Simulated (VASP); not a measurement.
# GaP (F-43m) in VASP: a series of runs

GaP is run at these levels: PBEsol, BLYP+D3(BJ), RPBE+D3(BJ); tasks: single point, relaxation of cell and atoms.

Everything below comes from runs of VASP 6.6.1. Logs are shortened: lines on timing, memory, paths and dates and some standing lists are left out, and cuts for length are marked.

**Measured values to compare with.**

“Stacking defects in GaP nanowires: Electronic structure and optical properties”, 2018, arxiv:1810.01194 quotes, for a bulk crystal of GaP at 10 K: band gap 2.34 eV (indirect).

How close the calculation comes is told below.

**1. The cell of the first run**

The structure is cubic, space group F-43m (No. 216). The conventional cell has a = 5.438 Å, b = 5.438 Å, c = 5.438 Å, α = 90.00°, β = 90.00°, γ = 90.00°. Ga (site symmetry -43m) has 4 P at 2.35 Å within 3.1 Å. P (site symmetry -43m) has 4 Ga at 2.35 Å within 3.1 Å.

**2. Single point, PBEsol**

INCAR

```
ALGO     = Normal         # electronic algorithm
EDIFF    = 1E-6           # SCF threshold, eV
ENCUT    = 520            # plane-wave cutoff, eV
GGA      = PS             # functional
ISIF     = 2              # what is computed and relaxed
ISMEAR   = -1             # smearing method
LASPH    = T              # aspherical terms in the spheres
LCHARG   = F              # write CHGCAR
LREAL    = F              # projectors in reciprocal space
LWAVE    = F              # write WAVECAR
NBANDS   = 16             # bands
NELM     = 60             # most SCF steps
PREC     = Accurate       # precision mode
SIGMA    = 0.05           # smearing width, eV
```

KPOINTS

```
k-points
0
Gamma
  8 8 8
```

POSCAR

```
GaP
1.0
    0.0000000000      2.7190858811      2.7190858811
    2.7190858811      0.0000000000      2.7190858811
    2.7190858811      2.7190858811      0.0000000000
Ga P
1 1
Direct
    0.0000000000      0.0000000000      0.0000000000
    0.7500000000      0.7500000000      0.7500000000
```

Potentials or basis: VASP PAW PBE potentials, release 64 (Ga_d, P).

The run is started by

```sh
cat potpaw_PBE.64/Ga_d/POTCAR potpaw_PBE.64/P/POTCAR > POTCAR
mpirun -np 1 vasp_std > vasp.out
```

OUTCAR:

```text
EDIFF = 1E-6
   ENCUT = 520
   GGA = PS
   ISIF = 2
   ISMEAR = -1
   LASPH = T
   LREAL = F
   NELM = 60
   PREC = Accurate

 ion  position               nearest neighbor table
   1  0.000  0.000  0.000-   2 2.35   2 2.35   2 2.35   2 2.35
   2  0.750  0.750  0.750-   1 2.35   1 2.35   1 2.35   1 2.35

  LATTYP: Found a face centered cubic cell.
 ALAT       =     5.4381717622

  Lattice vectors:

 A1 = (   0.0000000000,   2.7190858811,   2.7190858811)
 A2 = (   2.7190858811,   0.0000000000,   2.7190858811)
 A3 = (   2.7190858811,   2.7190858811,   0.0000000000)

Analysis of symmetry for initial positions (statically):
[... 5 lines left out ...]
 face centered cubic supercell.

 Subroutine GETGRP returns: Found 24 space group operations
 (whereof 24 operations were pure point group operations)
 out of a pool of 48 trial point group operations.

The static configuration has the point symmetry T_d .

Analysis of symmetry for dynamics (positions and initial velocities):
[... 5 lines left out ...]
 face centered cubic supercell.

 Subroutine GETGRP returns: Found 24 space group operations
 (whereof 24 operations were pure point group operations)
 out of a pool of 48 trial point group operations.

The dynamic configuration has the point symmetry T_d .

 Subroutine INISYM returns: Found 24 space group operations
 (whereof 24 operations are pure point group operations),
 and found     1 'primitive' translations

----------------------------------------------------------------------------------------

                                     Primitive cell

  volume of cell :      40.2067

  direct lattice vectors                    reciprocal lattice vectors
     0.000000000  2.719085881  2.719085881    -0.183885328  0.183885328  0.183885328
     2.719085881  0.000000000  2.719085881     0.183885328 -0.183885328  0.183885328
     2.719085881  2.719085881  0.000000000     0.183885328  0.183885328 -0.183885328

  length of vectors
     3.845368130  3.845368130  3.845368130     0.318498731  0.318498731  0.318498731

  position of ions in fractional coordinates (direct lattice)
     0.000000000  0.000000000  0.000000000
     0.750000000  0.750000000  0.750000000

  ion indices of the primitive-cell ions
   primitive index   ion index
                 1           1
                 2           2

----------------------------------------------------------------------------------------

 KPOINTS: k-points

Automatic generation of k-mesh.
 Grid dimensions read from file:
 generate k-points for:    8    8    8

 Generating k-lattice:

  Cartesian coordinates                     Fractional coordinates (reciprocal lattice)
    -0.022985666  0.022985666  0.022985666     0.125000000  0.000000000  0.000000000
     0.022985666 -0.022985666  0.022985666     0.000000000  0.125000000  0.000000000
     0.022985666  0.022985666 -0.022985666     0.000000000  0.000000000  0.125000000

  Length of vectors
     0.039812341  0.039812341  0.039812341

  Shift w.r.t. Gamma in fractional coordinates (k-lattice)
     0.000000000  0.000000000  0.000000000

 Subroutine IBZKPT returns following result:
 ===========================================

 Found     29 irreducible k-points:

 Following reciprocal coordinates:
            Coordinates               Weight
  0.000000  0.000000  0.000000      1.000000
  0.125000  0.000000  0.000000      8.000000
  0.250000  0.000000  0.000000      8.000000
  0.375000  0.000000  0.000000      8.000000
  0.500000  0.000000  0.000000      4.000000
  0.125000  0.125000  0.000000      6.000000
[... 16 lines left out ...]
  0.500000  0.250000  0.125000     48.000000
 -0.375000  0.250000  0.125000     24.000000
 [... further k-points ...]
   k-points           NKPTS =     29   k-points in BZ     NKDIM =     29   number of bands    NBANDS=     16
   number of dos      NEDOS =    301   number of ions     NIONS =      2
   total plane-waves  NPLWV =  27000
   dimension x,y,z NGX =    30 NGY =   30 NGZ =   30
   dimension x,y,z NGXF=    60 NGYF=   60 NGZF=   60
   ions per type =               1   1
   NGX,Y,Z   is equivalent  to a cutoff of  12.97, 12.97, 12.97 a.u.
   NGXF,Y,Z  is equivalent  to a cutoff of  25.94, 25.94, 25.94 a.u.
 SYSTEM =  unknown system
   PREC   = accura    normal or accurate (medium, high low for compatibility)
   ISTART =      0    job   : 0-new  1-cont  2-samecut
   ICHARG =      2    charge: 1-file 2-atom 10-const
   ISPIN  =      1    spin polarized calculation?
   LNONCOLLINEAR =      F non collinear calculations
   LSORBIT =      F    spin-orbit coupling
   LASPH  =      T    aspherical Exc in radial PAW
   ENCUT  =  520.0 eV  38.22 Ry    6.18 a.u.   7.15  7.15  7.15*2*pi/ulx,y,z
   NELM   =     60;   NELMIN=  2; NELMDL= -5     # of ELM steps
   EDIFF  = 0.1E-05   stopping-criterion for ELM
   LREAL  =      F    real-space projection
   EDIFFG = 0.1E-04   stopping-criterion for IOM
   NSW    =      0    number of steps for IOM
   IBRION =     -1    ionic relax: 0-MD 1-quasi-New 2-CG
   NFREE  =      0    steps in history (QN), initial steepest desc. (CG)
   ISIF   =      2    stress and relaxation
   ISYM   =      2    0-nonsym 1-usesym 2-fastsym
   POTIM  = 0.5000    time-step for ionic-motion
   TEBEG  =    0.0;   TEEND  =   0.0 temperature during run
   PSTRESS=    0.0 pullay stress
   NELECT =      18.0000    total number of electrons
   NUPDOWN=      -1.0000    fix difference up-down
   EMIN   =  10.00;   EMAX   =-10.00  energy-range for DOS
   EFERMI =   0.00;   METHOD = LEGACY
   ISMEAR =    -1;   SIGMA  =   0.05  broadening in eV -4-tet -1-fermi 0-gaus
   EFERMI_NEDOS =   21; number of points for ismear=-14 and -15
   IALGO  =     38    algorithm
   IMIX   =      4    mixing-type and parameters
     AMIX     =   0.40;   BMIX     =  1.00
     AMIX_MAG =   1.60;   BMIX_MAG =  1.00
  volume/ion in A,a.u.               =      20.10       135.66
  Fermi-wavevector in a.u.,A,eV,Ry     =   1.252370  2.366637 21.339803  1.568431
  Thomas-Fermi vector in A             =   2.386274
   LORBIT       =      0    0 simple, 1 ext, 2 COOP (PROOUT), +10 PAW based schemes
   GGA     = PS    functional components
   LHFCALC =     F    Hartree Fock is set to
   AEXX    =    0.0000 exact exchange contribution
   IVDW    =     0    specifies the selected vdW correction
   LEPSILON=     F    determine dielectric tensor
   LRPA    =     F    only Hartree local field effects (RPA)
 non-spin polarized calculation
  energy-cutoff  :      520.00
  volume of cell :       40.21
 maximum number of plane-waves:      1106
 NGX is ok and might be reduce to    30
   NGX = 15   NGY = 15   NGZ = 15

 number of electron      17.9999987 magnetization

 Free energy of the ion-electron system (eV)
  ---------------------------------------------------
  ext. energy  EPLUGINS =         0.00000000
  ---------------------------------------------------
  free energy    TOTEN  =        -9.92109310 eV

  energy without entropy =       -9.92109309  energy(sigma->0) =       -9.92109310

 E-fermi :   5.3637     XC(G=0): -10.0521

 val. band max:        4.6381427375   @ k =   0.0000   0.0000   0.0000
 cond. band min:       6.1407231375   @ k =   0.5000   0.5000   0.0000
 fundamental gap:      1.5025804000
 Fermi energy:         5.3637462894

 k-point     1 :       0.0000    0.0000    0.0000
  band No.  band energies     occupation
      1      -9.9146      2.00000
      2      -9.9146      2.00000
      3      -9.9146      2.00000
      4      -9.8118      2.00000
      5      -9.8118      2.00000
      6      -7.9375      2.00000
[... 8 lines left out ...]
     15      14.4196      0.00000
     16      14.4196      0.00000

 k-point     2 :       0.1250    0.0000    0.0000
  band No.  band energies     occupation
      1      -9.9290      2.00000
      2      -9.9097      2.00000
      3      -9.9097      2.00000
      4      -9.8118      2.00000
      5      -9.8118      2.00000
      6      -7.7318      2.00000
[... 8 lines left out ...]
     15      13.7581      0.00000
     16      14.1559      0.00000

 k-point     3 :       0.2500    0.0000    0.0000
  band No.  band energies     occupation
      1      -9.9604      2.00000
      2      -9.8994      2.00000
      3      -9.8994      2.00000
      4      -9.8105      2.00000
      5      -9.8105      2.00000
      6      -7.1486      2.00000
[... 8 lines left out ...]
     15      13.5644      0.00000
     16      14.3697      0.00000

 k-point     4 :       0.3750    0.0000    0.0000
  band No.  band energies     occupation
      1      -9.9885      2.00000
      2      -9.8915      2.00000
      3      -9.8915      2.00000
      4      -9.8066      2.00000
      5      -9.8066      2.00000
      6      -6.3310      2.00000
[... 8 lines left out ...]
     15      14.7826      0.00000
     16      14.7826      0.00000

 k-point     5 :       0.5000    0.0000    0.0000
  band No.  band energies     occupation
      1      -9.9994      2.00000
      2      -9.8890      2.00000
      3      -9.8890      2.00000
      4      -9.8042      2.00000
      5      -9.8042      2.00000
      6      -5.8244      2.00000
[... 8 lines left out ...]
     15      16.3277      0.00000
     16      16.3277      0.00000

 k-point     6 :       0.1250    0.1250    0.0000
  band No.  band energies     occupation
      1      -9.9380      2.00000
      2      -9.9051      2.00000
      3      -9.9051      2.00000
      4      -9.8161      2.00000
      5      -9.8085      2.00000
      6      -7.6637      2.00000
[... 8 lines left out ...]
     15      14.5326      0.00000
     16      14.6661      0.00000
[... 267 lines left out ...]
 k-point    21 :       0.5000    0.5000    0.0000
  band No.  band energies     occupation
      1     -10.0357      2.00000
      2      -9.8495      2.00000
      3      -9.8471      2.00000
      4      -9.8471      2.00000
      5      -9.7893      2.00000
      6      -4.9040      2.00000
[... 8 lines left out ...]
     15      17.0692      0.00000
     16      17.6149      0.00000

 k-point    22 :       0.3750    0.2500    0.1250
  band No.  band energies     occupation
      1      -9.9840      2.00000
      2      -9.8871      2.00000
      3      -9.8830      2.00000
      4      -9.8232      2.00000
      5      -9.8024      2.00000
      6      -6.6525      2.00000
[... 8 lines left out ...]
     15      15.7384      0.00000
     16      16.9479      0.00000

 k-point    23 :       0.5000    0.2500    0.1250
  band No.  band energies     occupation
      1      -9.9998      2.00000
      2      -9.8834      2.00000
      3      -9.8735      2.00000
      4      -9.8210      2.00000
      5      -9.8026      2.00000
      6      -5.8811      2.00000
[... 8 lines left out ...]
     15      16.1175      0.00000
     16      17.4111      0.00000

 k-point    24 :      -0.3750    0.2500    0.1250
  band No.  band energies     occupation
      1     -10.0056      2.00000
      2      -9.8829      2.00000
      3      -9.8702      2.00000
      4      -9.8173      2.00000
      5      -9.8043      2.00000
      6      -5.4101      2.00000
[... 8 lines left out ...]
     15      16.5618      0.00000
     16      17.1161      0.00000

 [... further k-points ...]
[... 5 lines left out ...]
  --------------------------------------------------------------------------------------
  -------------------------------------------------------------------------------------
  Total       -0.0197734     -0.0197734     -0.0197734      0.0000000      0.0000000     -0.0000000
  in kB       -0.7879397     -0.7879397     -0.7879397      0.0000000      0.0000000     -0.0000000
  external PRESSURE =      -0.7879397 kB  Pullay stress =       0.0000000 kB

 VOLUME and BASIS-vectors are now :
 -----------------------------------------------------------------------------
  energy-cutoff  :      520.00
  volume of cell :       40.21
      direct lattice vectors                 reciprocal lattice vectors
     0.000000000  2.719085881  2.719085881    -0.183885328  0.183885328  0.183885328
     2.719085881  0.000000000  2.719085881     0.183885328 -0.183885328  0.183885328
     2.719085881  2.719085881  0.000000000     0.183885328  0.183885328 -0.183885328

 POSITION                                       TOTAL-FORCE (eV/Angst)
 -----------------------------------------------------------------------------------
      0.00000      0.00000      0.00000         0.000000      0.000000      0.000000
      4.07863      4.07863      4.07863        -0.000000     -0.000000     -0.000000
 -----------------------------------------------------------------------------------
    total drift:                               -0.000000     -0.000000     -0.000000

  FREE ENERGIE OF THE ION-ELECTRON SYSTEM (eV)
  ---------------------------------------------------
  free  energy   TOTEN  =        -9.9210931018 eV

  energy  without entropy=       -9.9210930918  energy(sigma->0) =       -9.92109310
```

Wall time 18 s (1 thread of Intel Xeon Platinum 8259CL at 2.50GHz (Skylake/Cascade Lake), shared host); peak memory 0.17 GiB.

Results:

```yaml
Free_energy: -9.9211 eV
Pressure: -0.1 GPa
Band_gap_on_the_k_mesh: 1.50 eV, indirect (least direct gap 1.81 eV)
```

Caveat: the PAW data sets were made with another functional, which shifts forces and pressure a little.

(Part 1 of 3 ends here.)
